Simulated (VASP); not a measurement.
# Te2Mo (P6_3/mmc) in VASP: further runs

The runs below take Te2Mo through single point, relaxation of cell and atoms, with PBE+D3(BJ).

All numbers are computed with VASP 6.6.1; they aren't measurements. Logs are shortened: lines on timing, memory, paths and dates and some standing lists are left out, and cuts for length are marked.

**The experiment to reproduce.**

“Broadband infrared study of pressure-tunable Fano resonance and metallization transition in 2H-MoTe2”, 2022, pmc:9569381 quotes, for a bulk crystal of Te2Mo at 300 K: band gap 0.88 ± 0.05 eV (indirect).

How close the calculation comes is told below.

## Step 1: The cell of the first run

It takes space group P6_3/mmc (No. 194, hexagonal). The conventional cell has a = 3.374 Å, b = 3.374 Å, c = 12.949 Å, α = 90.00°, β = 90.00°, γ = 120.00°. Te (site symmetry 3m) has 3 Mo at 2.67 Å and 9 Te at 3.37 to 3.42 Å within 3.5 Å. Mo (site symmetry -6m2) has 6 Te at 2.67 Å and 6 Mo at 3.37 Å within 3.5 Å.

## Step 2: Single point, PBE+D3(BJ) (volume scaled by 0.880)

Contents of INCAR:

```
SYSTEM = Te2Mo
  ALGO = Normal
  EDIFF = 1E-6
  ENCUT = 520
  GGA = PE
  ISIF = 2
  ISMEAR = 0
  IVDW = 12
  LASPH = .True.
  LCHARG = .True.
  LELF = .True.
  LREAL = .False.
  LVHAR = .True.
  LWAVE = .False.
  NBANDS = 35
  NELM = 100
  PREC = Accurate
  SIGMA = 0.05
```

Contents of KPOINTS:

```
k-points
0
Gamma
  10 10 4
  0 0 0
```

Contents of POSCAR:

```
Te2Mo
1.0
    3.3739112526      0.0000000000      0.0000000000
   -1.6869556263      2.9218928549      0.0000000000
    0.0000000000      0.0000000000     12.9485903859
Te Mo
4 2
Direct
    0.3333333333      0.6666666667      0.6085473844
    0.6666666667      0.3333333333      0.1085473844
    0.3333333333      0.6666666667      0.8914526156
    0.6666666667      0.3333333333      0.3914526156
    0.3333333333      0.6666666667      0.2500000000
    0.6666666667      0.3333333333      0.7500000000
```

Potentials or basis: VASP PAW PBE potentials, release 64 (Te, Mo_sv).

On the command line:

```bash
$ cat potpaw_PBE.64/Te/POTCAR potpaw_PBE.64/Mo_sv/POTCAR > POTCAR
$ mpirun -np 1 vasp_std > vasp.out
```

OUTCAR:

```text
SYSTEM = Te2Mo
   EDIFF = 1E-6
   ENCUT = 520
   GGA = PE
   ISIF = 2
   ISMEAR = 0
   IVDW = 12
   LASPH = .True.
   LREAL = .False.
   NELM = 100
   PREC = Accurate
 IVDW          = 12

 ion  position               nearest neighbor table
   1  0.333  0.667  0.609-   6 2.67   6 2.67   6 2.67   4 3.42   4 3.42   4 3.42   3 3.66
   2  0.667  0.333  0.109-   5 2.67   5 2.67   5 2.67   3 3.42   3 3.42   3 3.42   4 3.66
   3  0.333  0.667  0.891-   6 2.67   6 2.67   6 2.67   2 3.42   2 3.42   2 3.42   1 3.66
   4  0.667  0.333  0.391-   5 2.67   5 2.67   5 2.67   1 3.42   1 3.42   1 3.42   2 3.66
   5  0.333  0.667  0.250-   2 2.67   4 2.67   2 2.67   4 2.67   2 2.67   4 2.67
   6  0.667  0.333  0.750-   1 2.67   3 2.67   1 2.67   3 2.67   1 2.67   3 2.67

  LATTYP: Found a hexagonal cell.
 ALAT       =     3.3739112526
 C/A-ratio  =     3.8378574350

  Lattice vectors:

 A1 = (   3.3739112526,   0.0000000000,   0.0000000000)
 A2 = (  -1.6869556263,   2.9218928549,   0.0000000000)
 A3 = (   0.0000000000,   0.0000000000,  12.9485903859)

Analysis of symmetry for initial positions (statically):
=====================================================================
 Subroutine PRICEL returns:
 Original cell was already a primitive cell.

 Routine SETGRP: Setting up the symmetry group for a
 hexagonal supercell.

 Subroutine GETGRP returns: Found 24 space group operations
 (whereof 12 operations were pure point group operations)
 out of a pool of 24 trial point group operations.

The static configuration has the point symmetry D_3d.
 The point group associated with its full space group is D_6h.

Analysis of symmetry for dynamics (positions and initial velocities):
=====================================================================
 Subroutine PRICEL returns:
 Original cell was already a primitive cell.

 Routine SETGRP: Setting up the symmetry group for a
 hexagonal supercell.

 Subroutine GETGRP returns: Found 24 space group operations
 (whereof 12 operations were pure point group operations)
 out of a pool of 24 trial point group operations.

The dynamic configuration has the point symmetry D_3d.
 The point group associated with its full space group is D_6h.

 Subroutine INISYM returns: Found 24 space group operations
 (whereof 12 operations are pure point group operations),
 and found     1 'primitive' translations

----------------------------------------------------------------------------------------

                                     Primitive cell

  volume of cell :     127.6499

  direct lattice vectors                    reciprocal lattice vectors
     3.373911253  0.000000000  0.000000000     0.296391910  0.171121949  0.000000000
    -1.686955626  2.921892855  0.000000000     0.000000000  0.342243898  0.000000000
     0.000000000  0.000000000 12.948590386     0.000000000  0.000000000  0.077228484

  length of vectors
     3.373911253  3.373911253 12.948590386     0.342243898  0.342243898  0.077228484

  position of ions in fractional coordinates (direct lattice)
     0.333333333  0.666666667  0.608547384
     0.666666667  0.333333333  0.108547384
     0.333333333  0.666666667  0.891452616
     0.666666667  0.333333333  0.391452616
     0.333333333  0.666666667  0.250000000
     0.666666667  0.333333333  0.750000000

  ion indices of the primitive-cell ions
   primitive index   ion index
                 1           1
                 2           2
                 3           3
                 4           4
                 5           5
                 6           6

----------------------------------------------------------------------------------------

 KPOINTS: k-points

Automatic generation of k-mesh.
 Grid dimensions read from file:
 generate k-points for:   10   10    4

 Generating k-lattice:

  Cartesian coordinates                     Fractional coordinates (reciprocal lattice)
     0.029639191  0.017112195  0.000000000     0.100000000 -0.000000000  0.000000000
     0.000000000  0.034224390  0.000000000     0.000000000  0.100000000  0.000000000
     0.000000000  0.000000000  0.019307121     0.000000000  0.000000000  0.250000000

  Length of vectors
     0.034224390  0.034224390  0.019307121

  Shift w.r.t. Gamma in fractional coordinates (k-lattice)
     0.000000000  0.000000000  0.000000000

 Subroutine IBZKPT returns following result:
 ===========================================

 Found     42 irreducible k-points:

 Following reciprocal coordinates:
            Coordinates               Weight
  0.000000  0.000000  0.000000      1.000000
  0.100000  0.000000  0.000000      6.000000
  0.200000  0.000000  0.000000      6.000000
  0.300000  0.000000  0.000000      6.000000
  0.400000 -0.000000  0.000000      6.000000
  0.500000  0.000000  0.000000      3.000000
[... 16 lines left out ...]
  0.300000  0.100000  0.250000     24.000000
  0.400000  0.100000  0.250000     24.000000
 [... further k-points ...]
   k-points           NKPTS =     42   k-points in BZ     NKDIM =     42   number of bands    NBANDS=     35
   number of dos      NEDOS =    301   number of ions     NIONS =      6
   total plane-waves  NPLWV =  75264
   dimension x,y,z NGX =    28 NGY =   28 NGZ =   96
   dimension x,y,z NGXF=    56 NGYF=   56 NGZF=  192
   ions per type =               4   2
   NGX,Y,Z   is equivalent  to a cutoff of  13.80, 13.80, 12.33 a.u.
   NGXF,Y,Z  is equivalent  to a cutoff of  27.59, 27.59, 24.65 a.u.
 SYSTEM =  Te2Mo
   PREC   = accura    normal or accurate (medium, high low for compatibility)
   ISTART =      0    job   : 0-new  1-cont  2-samecut
   ICHARG =      2    charge: 1-file 2-atom 10-const
   ISPIN  =      1    spin polarized calculation?
   LNONCOLLINEAR =      F non collinear calculations
   LSORBIT =      F    spin-orbit coupling
   LASPH  =      T    aspherical Exc in radial PAW
   ENCUT  =  520.0 eV  38.22 Ry    6.18 a.u.   6.27  6.27 24.08*2*pi/ulx,y,z
   NELM   =    100;   NELMIN=  2; NELMDL= -5     # of ELM steps
   EDIFF  = 0.1E-05   stopping-criterion for ELM
   LREAL  =      F    real-space projection
   EDIFFG = 0.1E-04   stopping-criterion for IOM
   NSW    =      0    number of steps for IOM
   IBRION =     -1    ionic relax: 0-MD 1-quasi-New 2-CG
   NFREE  =      0    steps in history (QN), initial steepest desc. (CG)
   ISIF   =      2    stress and relaxation
   ISYM   =      2    0-nonsym 1-usesym 2-fastsym
   POTIM  = 0.5000    time-step for ionic-motion
   TEBEG  =    0.0;   TEEND  =   0.0 temperature during run
   PSTRESS=    0.0 pullay stress
   NELECT =      52.0000    total number of electrons
   NUPDOWN=      -1.0000    fix difference up-down
   EMIN   =  10.00;   EMAX   =-10.00  energy-range for DOS
   EFERMI =   0.00;   METHOD = LEGACY
   ISMEAR =     0;   SIGMA  =   0.05  broadening in eV -4-tet -1-fermi 0-gaus
   EFERMI_NEDOS =   21; number of points for ismear=-14 and -15
   IALGO  =     38    algorithm
   IMIX   =      4    mixing-type and parameters
     AMIX     =   0.40;   BMIX     =  1.00
     AMIX_MAG =   1.60;   BMIX_MAG =  1.00
  volume/ion in A,a.u.               =      21.27       143.57
  Fermi-wavevector in a.u.,A,eV,Ry     =   1.213582  2.293337 20.038406  1.472781
  Thomas-Fermi vector in A             =   2.349029
   LORBIT       =      0    0 simple, 1 ext, 2 COOP (PROOUT), +10 PAW based schemes
   GGA     = PE    functional components
   LHFCALC =     F    Hartree Fock is set to
   AEXX    =    0.0000 exact exchange contribution
   IVDW    =    12    specifies the selected vdW correction
   LEPSILON=     F    determine dielectric tensor
   LRPA    =     F    only Hartree local field effects (RPA)
 non-spin polarized calculation
 Gauss-broadening in eV      SIGMA  =   0.05
  energy-cutoff  :      520.00
  volume of cell :      127.65
 maximum number of plane-waves:      3481
 NGX is ok and might be reduce to    28
   NGX = 13   NGY = 13   NGZ = 49

 number of electron      52.0000002 magnetization

 Free energy of the ion-electron system (eV)
  ---------------------------------------------------
  ext. energy  EPLUGINS =         0.00000000
  ---------------------------------------------------
  free energy    TOTEN  =       -35.02586520 eV

  energy without entropy =      -35.02491124  energy(sigma->0) =      -35.02538822

 E-fermi :  10.9129     XC(G=0): -11.3513

 val. band max:       10.9001226843   @ k =   0.2000   0.2000   0.0000
 cond. band min:      10.9146443735   @ k =   0.0000   0.0000   0.0000
 fundamental gap:      0.0145216891
 Fermi energy:        10.9129231652

 k-point     1 :       0.0000    0.0000    0.0000
  band No.  band energies     occupation
      1     -50.2704      2.00000
      2     -50.2704      2.00000
      3     -24.5215      2.00000
      4     -24.5214      2.00000
      5     -24.2874      2.00000
      6     -24.2874      2.00000
[... 27 lines left out ...]
     34      14.4184      0.00000
     35      17.1067      0.00000

 k-point     2 :       0.1000    0.0000    0.0000
  band No.  band energies     occupation
      1     -50.2687      2.00000
      2     -50.2687      2.00000
      3     -24.5170      2.00000
      4     -24.5169      2.00000
      5     -24.3073      2.00000
      6     -24.3073      2.00000
[... 27 lines left out ...]
     34      14.1869      0.00000
     35      17.4994      0.00000

 k-point     3 :       0.2000    0.0000    0.0000
  band No.  band energies     occupation
      1     -50.2643      2.00000
      2     -50.2643      2.00000
      3     -24.5054      2.00000
      4     -24.5054      2.00000
      5     -24.3589      2.00000
      6     -24.3589      2.00000
[... 27 lines left out ...]
     34      14.5320      0.00000
     35      16.8132      0.00000

 k-point     4 :       0.3000    0.0000    0.0000
  band No.  band energies     occupation
      1     -50.2588      2.00000
      2     -50.2588      2.00000
      3     -24.4911      2.00000
      4     -24.4910      2.00000
      5     -24.4221      2.00000
      6     -24.4221      2.00000
[... 27 lines left out ...]
     34      14.7498      0.00000
     35      16.0609      0.00000

 k-point     5 :       0.4000   -0.0000    0.0000
  band No.  band energies     occupation
      1     -50.2544      2.00000
      2     -50.2544      2.00000
      3     -24.4794      2.00000
      4     -24.4794      2.00000
      5     -24.4727      2.00000
      6     -24.4727      2.00000
[... 638 lines left out ...]
 k-point    22 :       0.2000    0.1000    0.2500
  band No.  band energies     occupation
      1     -50.2607      2.00000
      2     -50.2607      2.00000
      3     -24.4960      2.00000
      4     -24.4960      2.00000
      5     -24.3955      2.00000
      6     -24.3955      2.00000
[... 27 lines left out ...]
     34      14.6060      0.00000
     35      16.9051      0.00000

 k-point    23 :       0.3000    0.1000    0.2500
  band No.  band energies     occupation
      1     -50.2558      2.00000
      2     -50.2558      2.00000
      3     -24.4830      2.00000
      4     -24.4830      2.00000
      5     -24.4488      2.00000
      6     -24.4488      2.00000
[... 27 lines left out ...]
     34      14.8355      0.00000
     35      15.6436      0.00000

 k-point    24 :       0.4000    0.1000    0.2500
  band No.  band energies     occupation
      1     -50.2527      2.00000
      2     -50.2527      2.00000
      3     -24.4814      2.00000
      4     -24.4813      2.00000
      5     -24.4750      2.00000
      6     -24.4749      2.00000
[... 27 lines left out ...]
     34      14.4861      0.00000
     35      15.2279      0.00000

 [... further k-points ...]

------------------------ aborting loop because EDIFF is reached ----------------------------------------

 Edisp (eV)   -3.78073

 E8    (eV) :    -1.7390

  FORCE on cell =-STRESS in cart. coord.  units (eV):
  Direction    XX          YY          ZZ          XY          YZ          ZX
  --------------------------------------------------------------------------------------
  -------------------------------------------------------------------------------------
  Total       7.34490     7.34490     7.45925     0.00000    -0.00000     0.00000
  in kB      92.18840    92.18840    93.62365     0.00000    -0.00000     0.00000
  external pressure =       92.67 kB  Pullay stress =        0.00 kB

 VOLUME and BASIS-vectors are now :
 -----------------------------------------------------------------------------
  energy-cutoff  :      520.00
  volume of cell :      127.65
      direct lattice vectors                 reciprocal lattice vectors
     3.373911253  0.000000000  0.000000000     0.296391910  0.171121949  0.000000000
    -1.686955626  2.921892855  0.000000000     0.000000000  0.342243898  0.000000000
     0.000000000  0.000000000 12.948590386     0.000000000  0.000000000  0.077228484

 POSITION                                       TOTAL-FORCE (eV/Angst)
 -----------------------------------------------------------------------------------
     -0.00000      1.94793      7.87983         0.000000      0.000000     -0.012705
      1.68696      0.97396      1.40554        -0.000000     -0.000000     -0.012705
     -0.00000      1.94793     11.54305         0.000000      0.000000      0.012705
      1.68696      0.97396      5.06876        -0.000000      0.000000      0.012705
     -0.00000      1.94793      3.23715         0.000000      0.000000     -0.000000
      1.68696      0.97396      9.71144        -0.000000      0.000000     -0.000000
 -----------------------------------------------------------------------------------
    total drift:                               -0.000000      0.000000     -0.000000

  FREE ENERGIE OF THE ION-ELECTRON SYSTEM (eV)
  ---------------------------------------------------
  free  energy   TOTEN  =       -38.8065976861 eV

  energy  without entropy=      -38.8056437242  energy(sigma->0) =      -38.80612071
```

It took 5.6 min on 1 thread of AMD EPYC 7R43 (Zen 3), shared host; peak memory 0.29 GiB.

What came out:

- Free energy: -38.8066 eV
- Pressure: 9.3 GPa
- Largest force: 0.013 eV/Å
- Band gap on the k mesh: zero (band 26 reaches 10.92 eV, above the bottom of band 27 at 10.90 eV)
- Dispersion energy per atom: -0.630 eV

Forces on the atoms (eV/Å):
```
Te   0.000  0.000 -0.013
Te   0.000  0.000 -0.013
Te   0.000  0.000  0.013
Te   0.000  0.000  0.013
Mo   0.000  0.000  0.000
Mo   0.000  0.000  0.000
```

Stress tensor (GPa, compression positive):
```
9.22 0.00 0.00
0.00 9.22 0.00
0.00 0.00 9.36
```

Caveat: spin-orbit coupling is left out, which moves the levels of the heavy elements; pairwise dispersion overbinds metals, which lowers pressure and volume.

[end of part 1 of 4]
